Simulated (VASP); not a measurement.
# BN (F-43m) in VASP: further runs

The runs below take BN through single point, with PBE.

All numbers are computed with VASP 6.6.1; they aren't measurements. Logs are shortened: lines on timing, memory, paths and dates and some standing lists are left out, and cuts for length are marked.

## Step 1: The cell of the first run

It takes space group F-43m (No. 216, cubic). Conventional cell: a = 3.485 Å, b = 3.485 Å, c = 3.485 Å, α = 90.00°, β = 90.00°, γ = 90.00°. Within 2.0 Å of B (site symmetry -43m) lie 4 N at 1.51 Å. Within 2.0 Å of N (site symmetry -43m) lie 4 B at 1.51 Å.

## Step 2: Single point, PBE (volume changed by -10%)

File INCAR:

```
SYSTEM = BN
ALGO = Normal
EDIFF = 1E-7
ENCUT = 520
GGA = PE
ISIF = 2
ISMEAR = 0
LASPH = .True.
LCHARG = .False.
LREAL = .False.
LWAVE = .False.
NBANDS = 11
NELM = 60
PREC = Accurate
SIGMA = 0.01
```

File KPOINTS:

```
k-points
0
Gamma
  8 8 8
  0 0 0
```

File POSCAR:

```
BN
1.0
    0.0000000000      1.7425396811      1.7425396811
    1.7425396811      0.0000000000      1.7425396811
    1.7425396811      1.7425396811      0.0000000000
B N
1 1
Direct
    0.0000000000      0.0000000000      0.0000000000
    0.2500000000      0.2500000000      0.2500000000
```

Potentials or basis: VASP PAW PBE potentials, release 64 (B, N).

Command:

```sh
$ cat potpaw_PBE.64/B/POTCAR potpaw_PBE.64/N/POTCAR > POTCAR
$ mpirun -np 1 vasp_std > vasp.out
```

OUTCAR:

```text
SYSTEM = BN
   EDIFF = 1E-7
   ENCUT = 520
   GGA = PE
   ISIF = 2
   ISMEAR = 0
   LASPH = .True.
   LREAL = .False.
   NELM = 60
   PREC = Accurate

 ion  position               nearest neighbor table
   1  0.000  0.000  0.000-   2 1.51   2 1.51   2 1.51   2 1.51
   2  0.250  0.250  0.250-   1 1.51   1 1.51   1 1.51   1 1.51

  LATTYP: Found a face centered cubic cell.
 ALAT       =     3.4850793622

  Lattice vectors:

 A1 = (   0.0000000000,   1.7425396811,   1.7425396811)
 A2 = (   1.7425396811,   0.0000000000,   1.7425396811)
 A3 = (   1.7425396811,   1.7425396811,   0.0000000000)

Analysis of symmetry for initial positions (statically):
=====================================================================
 Subroutine PRICEL returns:
 Original cell was already a primitive cell.

 Routine SETGRP: Setting up the symmetry group for a
 face centered cubic supercell.

 Subroutine GETGRP returns: Found 24 space group operations
 (whereof 24 operations were pure point group operations)
 out of a pool of 48 trial point group operations.

The static configuration has the point symmetry T_d .

Analysis of symmetry for dynamics (positions and initial velocities):
=====================================================================
 Subroutine PRICEL returns:
 Original cell was already a primitive cell.

 Routine SETGRP: Setting up the symmetry group for a
 face centered cubic supercell.

 Subroutine GETGRP returns: Found 24 space group operations
 (whereof 24 operations were pure point group operations)
 out of a pool of 48 trial point group operations.

The dynamic configuration has the point symmetry T_d .

 Subroutine INISYM returns: Found 24 space group operations
 (whereof 24 operations are pure point group operations),
 and found     1 'primitive' translations

----------------------------------------------------------------------------------------

                                     Primitive cell

  volume of cell :      10.5823

  direct lattice vectors                    reciprocal lattice vectors
     0.000000000  1.742539681  1.742539681    -0.286937512  0.286937512  0.286937512
     1.742539681  0.000000000  1.742539681     0.286937512 -0.286937512  0.286937512
     1.742539681  1.742539681  0.000000000     0.286937512  0.286937512 -0.286937512

  length of vectors
     2.464323250  2.464323250  2.464323250     0.496990349  0.496990349  0.496990349

  position of ions in fractional coordinates (direct lattice)
     0.000000000  0.000000000  0.000000000
     0.250000000  0.250000000  0.250000000

  ion indices of the primitive-cell ions
[... 79 lines left out ...]
   IBRION =     -1    ionic relax: 0-MD 1-quasi-New 2-CG
   NFREE  =      0    steps in history (QN), initial steepest desc. (CG)
   ISIF   =      2    stress and relaxation
   ISYM   =      2    0-nonsym 1-usesym 2-fastsym
   POTIM  = 0.5000    time-step for ionic-motion
   TEBEG  =    0.0;   TEEND  =   0.0 temperature during run
   PSTRESS=    0.0 pullay stress
   NELECT =       8.0000    total number of electrons
   NUPDOWN=      -1.0000    fix difference up-down
   EMIN   =  10.00;   EMAX   =-10.00  energy-range for DOS
   EFERMI =   0.00;   METHOD = LEGACY
   ISMEAR =     0;   SIGMA  =   0.01  broadening in eV -4-tet -1-fermi 0-gaus
   EFERMI_NEDOS =   21; number of points for ismear=-14 and -15
   IALGO  =     38    algorithm
   IMIX   =      4    mixing-type and parameters
     AMIX     =   0.40;   BMIX     =  1.00
     AMIX_MAG =   1.60;   BMIX_MAG =  1.00
  volume/ion in A,a.u.               =       5.29        35.71
  Fermi-wavevector in a.u.,A,eV,Ry     =   1.491347  2.818238 30.260949  2.224117
  Thomas-Fermi vector in A             =   2.604014
   LORBIT       =      0    0 simple, 1 ext, 2 COOP (PROOUT), +10 PAW based schemes
   GGA     = PE    functional components
   LHFCALC =     F    Hartree Fock is set to
   AEXX    =    0.0000 exact exchange contribution
   IVDW    =     0    specifies the selected vdW correction
   LEPSILON=     F    determine dielectric tensor
   LRPA    =     F    only Hartree local field effects (RPA)
 non-spin polarized calculation
 Gauss-broadening in eV      SIGMA  =   0.01
  energy-cutoff  :      520.00
  volume of cell :       10.58
 maximum number of plane-waves:       295
   NGX =  9   NGY =  9   NGZ =  9

 number of electron       7.9999997 magnetization

 Free energy of the ion-electron system (eV)
  ---------------------------------------------------
  ext. energy  EPLUGINS =         0.00000000
  ---------------------------------------------------
  free energy    TOTEN  =       -17.24026839 eV

  energy without entropy =      -17.24026839  energy(sigma->0) =      -17.24026839

 E-fermi :   8.9420     XC(G=0): -13.3726

 val. band max:        8.8174426239   @ k =   0.0000   0.0000   0.0000
 cond. band min:      13.3848625030   @ k =   0.5000   0.5000   0.0000
 fundamental gap:      4.5674198791
 Fermi energy:         8.9420486229

 k-point     1 :       0.0000    0.0000    0.0000
  band No.  band energies     occupation
      1     -12.7174      2.00000
      2       8.8174      2.00000
      3       8.8174      2.00000
      4       8.8174      2.00000
      5      18.1620      0.00000
      6      18.1620      0.00000
      7      18.1620      0.00000
      8      21.0126      0.00000
      9      35.6952      0.00000
     10      37.9627      0.00000
     11      37.9627      0.00000
[... 309 lines left out ...]
 k-point    24 :      -0.3750    0.2500    0.1250
  band No.  band energies     occupation
      1      -7.1676      2.00000
      2      -1.8489      2.00000
      3       3.5675      2.00000
      4       4.9516      2.00000
      5      18.8431      0.00000
      6      21.0522      0.00000
      7      24.7182      0.00000
      8      26.0727      0.00000
      9      29.4736      0.00000
     10      36.5786      0.00000
     11      38.3061      0.00000

 [... further k-points ...]
[... 5 lines left out ...]
  --------------------------------------------------------------------------------------
  -------------------------------------------------------------------------------------
  Total        3.6277458      3.6277458      3.6277458      0.0000000      0.0000000     -0.0000000
  in kB      549.2491633    549.2491633    549.2491633      0.0000000      0.0000000     -0.0000000
  external PRESSURE =     549.2491633 kB  Pullay stress =       0.0000000 kB

 VOLUME and BASIS-vectors are now :
 -----------------------------------------------------------------------------
  energy-cutoff  :      520.00
  volume of cell :       10.58
      direct lattice vectors                 reciprocal lattice vectors
     0.000000000  1.742539681  1.742539681    -0.286937512  0.286937512  0.286937512
     1.742539681  0.000000000  1.742539681     0.286937512 -0.286937512  0.286937512
     1.742539681  1.742539681  0.000000000     0.286937512  0.286937512 -0.286937512

 POSITION                                       TOTAL-FORCE (eV/Angst)
 -----------------------------------------------------------------------------------
      0.00000      0.00000      0.00000         0.000000      0.000000      0.000000
      0.87127      0.87127      0.87127        -0.000000     -0.000000     -0.000000
 -----------------------------------------------------------------------------------
    total drift:                                0.000000      0.000000     -0.000000

  FREE ENERGIE OF THE ION-ELECTRON SYSTEM (eV)
  ---------------------------------------------------
  free  energy   TOTEN  =       -17.2402683903 eV

  energy  without entropy=      -17.2402683903  energy(sigma->0) =      -17.24026839
```

Run time: 3.7 s. Hardware: 1 thread of AMD EPYC 7R43 (Zen 3), shared host; peak memory 0.08 GiB.

Results:

```yaml
Free_energy: -17.2403 eV
Pressure: 54.9 GPa
Band_gap_on_the_k_mesh: 4.57 eV, indirect (least direct gap 9.34 eV)
```

 A k mesh can miss the band edges.

[end of part 1 of 2]
